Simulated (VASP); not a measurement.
Wanted: the native input for a VASP 6.6.1 run.

| Quantity | Value |
| --- | --- |
| Task | relaxation of cell and atoms |
| Functional | LDA |
| Potentials or basis | VASP PAW LDA potentials, release 64 (Ta_pv, Rh_pv) |
| Cutoff | 600 eV |
| k mesh | 11 × 11 × 11 |
| Occupations | fermi-dirac, width 0.05 eV |
| Spin | no spin polarisation |
| Dipole correction | no |
| Further INCAR settings | ALGO = Normal; EDIFF = 1e-07; IBRION = 2; EDIFFG = -0.01; NSW = 80; ISIF = 3 |

The structure of TaRh3 lies in POSCAR:

```
TaRh3
1.0
    3.8600000000      0.0000000000      0.0000000000
    0.0000000000      3.8600000000      0.0000000000
    0.0000000000      0.0000000000      3.8600000000
Ta Rh
1 3
Direct
    0.0000000000      0.0000000000      0.0000000000
    0.0000000000      0.5000000000      0.5000000000
    0.5000000000      0.0000000000      0.5000000000
    0.5000000000      0.5000000000      0.0000000000
```

One way to write it, as run:

INCAR

```
ALGO     = Normal         # electronic algorithm
EDIFF    = 1E-7           # SCF threshold, eV
EDIFFG   = -0.01          # ionic threshold
ENCUT    = 600            # plane-wave cutoff, eV
GGA      = CA             # functional
IBRION   = 2              # ionic algorithm
ISIF     = 3              # what is computed and relaxed
ISMEAR   = -1             # smearing method
LASPH    = T              # aspherical terms in the spheres
LCHARG   = F              # write CHGCAR
LREAL    = F              # projectors in reciprocal space
LWAVE    = F              # write WAVECAR
NELM     = 100            # most SCF steps
NSW      = 80             # ionic steps
PREC     = Accurate       # precision mode
SIGMA    = 0.05           # smearing width, eV
```

KPOINTS

```
k-points
0
Gamma
  11 11 11
```

Potentials or basis: VASP PAW LDA potentials, release 64 (Ta_pv, Rh_pv).

Run with:

```sh
$ cat potpaw_LDA.64/Ta_pv/POTCAR potpaw_LDA.64/Rh_pv/POTCAR > POTCAR
$ mpirun -np 1 vasp_std > vasp.out
```

It gave:

```json
{"Relaxed volume": "13.98 Å³/atom", "Relaxed cell": "a = 3.824 Å, b = 3.824 Å, c = 3.824 Å, α = 90.00°, β = 90.00°, γ = 90.00°", "Space group after relaxing (to 0.1 Å)": "Pm-3m (No. 221)", "Energy gained by relaxing": "10.4 meV/atom", "Ionic steps": "4", "Pressure after relaxing": "0.0 GPa", "Band gap on the k mesh": "zero (bands 28 and 29 overlap by 2.02 eV)"}
```

Caveat: spin-orbit coupling is left out, which moves the levels of the heavy elements.

It took 4.5 min on 1 thread of Intel(R) Xeon(R) Platinum 8259CL CPU @ 2.50GHz (Skylake/Cascade Lake) (shared host), peak memory 0.24 GiB.
